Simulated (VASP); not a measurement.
# InF (zincblende type): electric field gradients with PBE

Crystal: InF (zincblende type).

```xyz
2
Lattice="0.0000 3.0634 3.0634 3.0634 0.0000 3.0634 3.0634 3.0634 0.0000" Properties=species:S:1:pos:R:3 pbc="T T T"
In    0.0000    0.0000    0.0000
F     1.5317    1.5317    1.5317
```

This cell differs from its parent crystal: volume scaled by 1.06.

```
Program                : VASP 6.6.1
Task                   : electric field gradients
Functional             : PBE
Potentials or basis    : VASP PAW PBE potentials, release 64 (In_d, F)
Cutoff                 : 520 eV
k mesh                 : 13 × 13 × 13
Occupations            : fermi-dirac, width 0.05 eV
Spin                   : no spin polarisation
Dipole correction      : no
Further INCAR settings : ALGO = Normal; EDIFF = 1e-08; NBANDS = 17
```

The pressure is -1.2 GPa and the band gap on the k mesh is 2.14 eV, direct.

Levels at points of the mesh, in eV from the valence-band top:
```csv
k point,band 6,band 7,band 8,band 9,band 10,band 11,band 12,band 13,band 14,band 15
"(0.00, 0.00, 0.00)",-13.13,-3.54,-2.98,-2.98,-2.98,6.33,6.33,6.33,9.43,12.02
```

It took 110 s on 1 thread of AMD EPYC 7R43 64-Core Processor (Zen 3), with other jobs on the host, peak memory 0.18 GiB.

Caveat: without QUAD_EFG the Cq values of the log hold for a quadrupole moment of 1 mb, not for the nuclei; spin-orbit coupling is left out, which moves the levels of the heavy elements. A k mesh can miss the band edges.
